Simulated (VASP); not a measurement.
Write the native input for VASP 6.6.1 that does the following.

* Task: single point
* Functional: LDA
* Potentials or basis: VASP PAW LDA potentials, release 64 (Hf_pv, O)
* Cutoff: 520 eV
* k mesh: 3 × 3 × 3
* Occupations: fermi-dirac, width 0.3 eV
* Spin: no spin polarisation
* Dipole correction: no
* Further INCAR settings: ALGO = Normal; EDIFF = 1e-06; NBANDS = 56

The structure of HfO2 lies in POSCAR:

```
HfO2
1.0
    5.3163460000      0.0000000000      0.0000000000
    0.0000000000      5.3525790000      0.0000000000
   -0.8576730000      0.0000000000      5.4471250000
Hf O
4 8
Direct
    0.2652719170      0.1035388735      0.2375932258
    0.7655649388      0.5344713268      0.3256580306
    0.7511898962      0.9655906059      0.8571861303
    0.2678213214      0.4800489633      0.7702595406
    0.1119314081      0.3386404946      0.4440691190
    1.0409708329      0.8274515892      0.1851068224
    0.9445578648      0.7053795937      0.6463960346
    0.0784969174      0.1758591513      0.8857883746
    0.4791274987      0.6436523403      0.5956903871
    0.6036263816      0.2409679521      0.1547054639
    0.5053529345      0.1859851111      0.6188034973
    0.5678849414      0.7164023175      1.0510682241
```

The input as run:

INCAR

```
  ALGO = Normal
  EDIFF = 1E-6
  ENCUT = 520
  ISIF = 2
  ISMEAR = -1
  LASPH = T
  LCHARG = F
  LREAL = F
  LWAVE = F
  NBANDS = 56
  NELM = 80
  PREC = Accurate
  SIGMA = 0.3
```

KPOINTS

```
k-points
0
Gamma
  3 3 3
```

Potentials or basis: VASP PAW LDA potentials, release 64 (Hf_pv, O).

Run with:

```bash
$ cat potpaw_LDA.64/Hf_pv/POTCAR potpaw_LDA.64/O/POTCAR > POTCAR
$ mpirun -np 1 vasp_std > vasp.out
```

It gave:

```yaml
Pressure: -7.8 GPa
Largest_force: 5.180 eV/Å
Band_gap_on_the_k_mesh: 2.69 eV
```

Caveat: the stress differs along the axes, from -10 to -4 GPa; so wide a smearing shifts energies and pressures; spin-orbit coupling is left out, which moves the levels of the heavy elements; forces of over 1 eV/Å act on the atoms, so gaps and moduli don't describe the material at rest.

Wall time 92 s on 1 thread of AMD EPYC 7R13 Processor (Zen 3) (shared host), peak memory 0.22 GiB.
